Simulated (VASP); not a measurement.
Runs of VASP 6.6.1 on Pd. The structure is that of space group Fm-3m (No. 225), or close to it. The cells are those of the table. 

```csv
level,potentials or basis,spin,cell,k mesh,grid for exact exchange (PRECFOCK),gap on the mesh (eV),pressure (GPa)
LDA,"VASP PAW LDA potentials, release 64 (Pd)","non-collinear, zero start, SOC","a = 2.734 Å, angles 60.0°, 1 atom",12 × 12 × 12,-,-,-4.5
HF,"VASP PAW PBE potentials, release 64 (Pd)",off,"a = 2.753 Å, angles 60.0°, 1 atom",6 × 6 × 6,Normal,none,12.8
SVWN5,"VASP PAW PBE potentials, release 64 (Pd)",off,"a = 2.716 Å, angles 60.0°, 1 atom",12 × 12 × 12,-,none,(a)
revPBE,"VASP PAW PBE potentials, release 64 (Pd)",off,"a = 2.807 Å, angles 60.0°, 1 atom",12 × 12 × 12,-,none,(c)
LDA,"VASP PAW LDA potentials, release 64 (Pd)",off,"a = 2.789 Å, angles 60.0°, 1 atom",12 × 12 × 12,-,none,-14.7
PBEsol,"VASP PAW PBE potentials, release 64 (Pd)",off,"a = 2.731 Å, angles 60.0°, 1 atom",12 × 12 × 12,-,none,1.6
SVWN5,"VASP PAW PBE potentials, release 64 (Pd)",off,"a = 2.697 Å, angles 60.0°, 1 atom",12 × 12 × 12,-,none,4.0
r2SCAN+D4,"VASP PAW PBE potentials, release 64 (Pd)",off,"a = 2.697 Å, angles 60.0°, 1 atom",12 × 12 × 12,-,none,(b)
```

Alike in all rows: task single point; cutoff (eV) 520; smearing fermi-dirac 0.05 eV.

Q: Fill in the values left out.

A: (a) -1.0; (b) 15.8; (c) -0.4.

Caveats: some runs use coarse meshes; the PAW data sets were made with another functional, which shifts forces and pressure a little (some runs); pairwise dispersion overbinds metals, which lowers pressure and volume (some runs).

A k mesh can miss the band edges, and rows without SOC leave out spin-orbit coupling on Pd.

A gap of «none» marks levels without a gap at the run's occupations.
